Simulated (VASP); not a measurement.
Write the native input for VASP 6.6.1 that does the following.

```yaml
Task: single point
Functional: PBE
Dispersion: D3(BJ)
Potentials_or_basis: VASP PAW PBE potentials, release 64 (In_d)
Cutoff: 520 eV
k_mesh: 15 × 15 × 8
Occupations: gaussian, width 0.1 eV
Spin: no spin polarisation
Dipole_correction: no
Further_INCAR_settings: ALGO = Normal; EDIFF = 1e-06; NBANDS = 20
```

The structure of In lies in POSCAR:

```
In
1.0
    3.3712207028      0.0000000000      0.0000000000
   -1.6856103514      2.9195627704      0.0000000000
    0.0000000000      0.0000000000      5.3043639637
In
2
Direct
    0.3333333339      0.6666666661      0.2500000000
    0.6666666661      0.3333333339      0.7500000000
```

This cell differs from its parent crystal: uniaxial strain along c: -3.0 %, then relaxed in part.

The input as run:

INCAR

```
ALGO     = Normal         # electronic algorithm
EDIFF    = 1E-6           # SCF threshold, eV
ENCUT    = 520            # plane-wave cutoff, eV
GGA      = PE             # functional
ISIF     = 2              # what is computed and relaxed
ISMEAR   = 0              # smearing method
IVDW     = 12             # dispersion correction
LASPH    = T              # aspherical terms in the spheres
LCHARG   = T              # write CHGCAR
LELF     = T              # ELF
LREAL    = F              # projectors in reciprocal space
LVHAR    = T            
LWAVE    = F              # write WAVECAR
NBANDS   = 20             # bands
NELM     = 100            # most SCF steps
PREC     = Accurate       # precision mode
SIGMA    = 0.1            # smearing width, eV
```

KPOINTS

```
k-points
0
Gamma
  15 15 8
```

Potentials or basis: VASP PAW PBE potentials, release 64 (In_d).

Command:

```bash
$ cat potpaw_PBE.64/In_d/POTCAR > POTCAR
$ mpirun -np 1 vasp_std > vasp.out
```

Results of the run:

The pressure is 0.3 GPa. The band gap on the k mesh is zero (band 13 reaches 11.64 eV, above the bottom of band 14 at 4.95 eV) and the dispersion energy per atom is -0.339 eV.

Caveat: the cell differs from its parent crystal (uniaxial strain along c: -3.0 %, then relaxed in part); spin-orbit coupling is left out, which moves the levels of the heavy elements; pairwise dispersion overbinds metals, which lowers pressure and volume.

It took 40 s on 1 thread of Intel(R) Xeon(R) 6975P-C (Granite Rapids) (shared host), peak memory 0.26 GiB.
